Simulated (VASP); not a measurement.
Input of a VASP 6.6.1 run:

Contents of INCAR:

```
SYSTEM = W
  PREC = Accurate
  ENCUT = 500
  EDIFF = 1E-6
  ISMEAR = 0
  SIGMA = 0.15
  LREAL = .False.
  LASPH = .True.
  NELM = 120
  ALGO = Normal
  ISIF = 2
  LWAVE = .False.
  LCHARG = .False.
  GGA = CA
  NBANDS = 21
  GGA_COMPAT = .False.
```

KPOINTS

```
regular mesh
0
Gamma
  16 16 12
  0 0 0
```

File POSCAR:

```
W
1.0
    0.0000000000     -1.9864787844     -1.9864787844
    0.0000000000      1.9864787844     -1.9864787844
    3.9729575688      0.0000000000      0.0000000000
W
2
Direct
    0.5203374938      0.4796625062      0.4897305724
   -0.0203374938      0.0203374938      0.0102694276
```

Potentials or basis: VASP PAW LDA potentials, release 64 (W_sv).

Run with:

```sh
$ cat potpaw_LDA.64/W_sv/POTCAR > POTCAR
$ mpirun -np 1 vasp_std > vasp.out
```

Problem. What does it give for the band gap on the k mesh?

Solution. Zero (bands 14 and 15 overlap by 3.95 eV).

Problem. What does it give for the pressure?

Solution. 4.2 GPa.

Problem. Estimate the largest force.

Solution. 1.327 eV/Å.

Forces on the atoms (eV/Å):
```
W    1.202  0.561  0.000
W   -1.202 -0.561  0.000
```

Caveat: the cell differs from its parent crystal (atoms displaced along a vibrational mode); the cell stands under pressure; spin-orbit coupling is left out, which moves the levels of the heavy elements; forces of over 1 eV/Å act on the atoms, so gaps and moduli don't describe the material at rest.
